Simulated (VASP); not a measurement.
The system is SiC3.

```
C Si
1.0
     1.41543    0.81720    4.67007
    -1.41543    0.81720    4.67007
     0.00000   -1.63440    4.67007
C Si
3 1
Direct
  0.00824 0.00824 0.00824
  0.48896 0.48896 0.48896
  0.37917 0.37917 0.37917
  0.87363 0.87363 0.87363
```

Base run:

```yaml
Program: VASP 6.6.1
Functional: r2SCAN
Potentials_or_basis: VASP PAW PBE potentials, release 64 (C, Si)
Cutoff: 520 eV
k_mesh: 8 × 8 × 8
Occupations: gaussian, width 0.01 eV
Spin: no spin polarisation
```

Its results: band gap on the k mesh 1.90 eV, indirect (least direct gap 3.60 eV); pressure 0.0 GPa; largest force 0.083 eV/Å.

**Question.** After a change of settings the same cell gave: band gap on the k mesh 1.58 eV, indirect (least direct gap 3.20 eV); pressure 3.4 GPa; largest force 0.303 eV/Å. Which change was it?
A. functional from r2SCAN to PBEsol; further incar settings from ALGO = Normal; EDIFF = 1e-06; NBANDS = 16 to ALGO = Normal; EDIFF = 1e-07; NBANDS = 16
B. functional from r2SCAN to PBEsol; cutoff from 520 eV to 600 eV; k mesh from 8 × 8 × 8 to 6 × 6 × 6
C. functional from r2SCAN to PBE

**Answer.** C.

r2SCAN gives the wider gap, since meta-GGAs in the generalised Kohn-Sham scheme recover part of the derivative discontinuity.

Caveats: the PAW data sets were made with another functional, which shifts forces and pressure a little (some runs).
